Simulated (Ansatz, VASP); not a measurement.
## One calculation of Te, two programs

File INCAR:

```
SYSTEM = Te
PREC     = Accurate       ! precision mode
ENCUT    = 520            ! plane-wave cutoff, eV
EDIFF    = 1E-6           ! SCF threshold, eV
ISMEAR   = -1             ! smearing method
SIGMA    = 0.05           ! smearing width, eV
LREAL    = .FALSE.        ! projectors in reciprocal space
LASPH    = .TRUE.         ! aspherical terms in the spheres
NELM     = 80             ! most SCF steps
ALGO     = Normal         ! electronic algorithm
ISIF     = 2              ! what is computed and relaxed
LWAVE    = .FALSE.        ! write WAVECAR
LCHARG   = .FALSE.        ! write CHGCAR
GGA      = PS             ! functional
NBANDS   = 9              ! bands
```

KPOINTS

```
Automatic mesh
0
G
  15 15 15
  0 0 0
```

File POSCAR:

```
Te
1.0
   -1.4492968931      1.4492968931      1.4492968931
    1.4492968931     -1.4492968931      1.4492968931
    1.4492968931      1.4492968931     -1.4492968931
Te
1
Direct
    0.0000000000      0.0000000000      0.0000000000
```

Input for Ansatz:

```yaml
crystal:
  lattice:
    - [-1.4492968931, 1.4492968931, 1.4492968931]
    - [1.4492968931, -1.4492968931, 1.4492968931]
    - [1.4492968931, 1.4492968931, -1.4492968931]
  atoms:
    - { symbol: Te, position: [0.0, 0.0, 0.0] }
kpoints:
  mp_grid: { grid: [15, 15, 15] }
scf:
  occupations: { method: fermi_dirac, width: 0.05 }
hamiltonian:
  xc: pbesol
  pseudopotentials: { kind: paw }
output:
  forces: true
  stress: true
  eigenvalues: true
  populations: true
```

Change from the starting cell: volume scaled by 0.45, PAW files.

Alike in both runs: task single point; functional PBEsol; k mesh 15 × 15 × 15; occupations fermi-dirac, width 0.05 eV; no spin polarisation.

```csv
,VASP,Ansatz
version,VASP 6.6.1,Ansatz 0.2.0
potentials or method,"VASP PAW PBE potentials, release 64 (Te)","PAW with Ansatz's default frozen-core files, scalar-relativistic"
plane-wave cutoff (eV),520,420
valence electrons in the cell,6,16
```

|  | VASP | Ansatz | Ansatz less VASP |
| --- | --- | --- | --- |
| pressure (GPa) | 329.6 | 321.6 | -8.03 |

VASP's potentials were made for PBE, not for PBEsol. Both programs put the cell under a high pressure, so it lies far from rest at this level. With one functional, cell and mesh, what is left measures potentials, basis and numerics. VASP's potentials hold 6 valence electrons a cell and Ansatz's 16, so a difference there can come from the potentials and not from the codes.

Neither program's run includes spin-orbit coupling. Noted on VASP's run: the cell as given lies far from equilibrium.
